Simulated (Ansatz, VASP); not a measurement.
## B4N3 in VASP and in Ansatz

```
B N
1.0
     4.90026    0.00000    0.00000
    -2.45013    4.24375    0.00000
     0.00000    0.00000    3.22823
B N
4 3
Direct
  0.00000 0.00000 0.00000
  0.33333 0.66667 0.50000
  0.66667 0.33333 0.50000
  0.00000 0.00000 0.50000
  0.50000 0.00000 0.50000
  0.00000 0.50000 0.50000
  0.50000 0.50000 0.50000
```

Alike in both runs: functional PBE; k mesh 5 × 5 × 3; occupations gaussian, width 0.2 eV; no spin polarisation.

Ansatz relaxed the structure, and its values are those at the end. VASP's run is a single point on that final structure, the one shown.

```csv
,VASP,Ansatz
version,VASP 6.6.1,Ansatz 0.2.0
potentials or method,"VASP PAW PBE potentials, release 64 (B, N), cutoff 600 eV","scalar-relativistic, plane waves, PAW"
valence electrons in the cell,27,27
```

```csv
,VASP,Ansatz,Ansatz less VASP
gap on the k mesh at the Fermi level (eV),none,none,-
pressure (GPa),0.0,0.2,+0.24
```

A gap of «none» marks a metal or a gap that the smearing closes.

The k mesh is coarse, so the values compare programs but aren't converged.
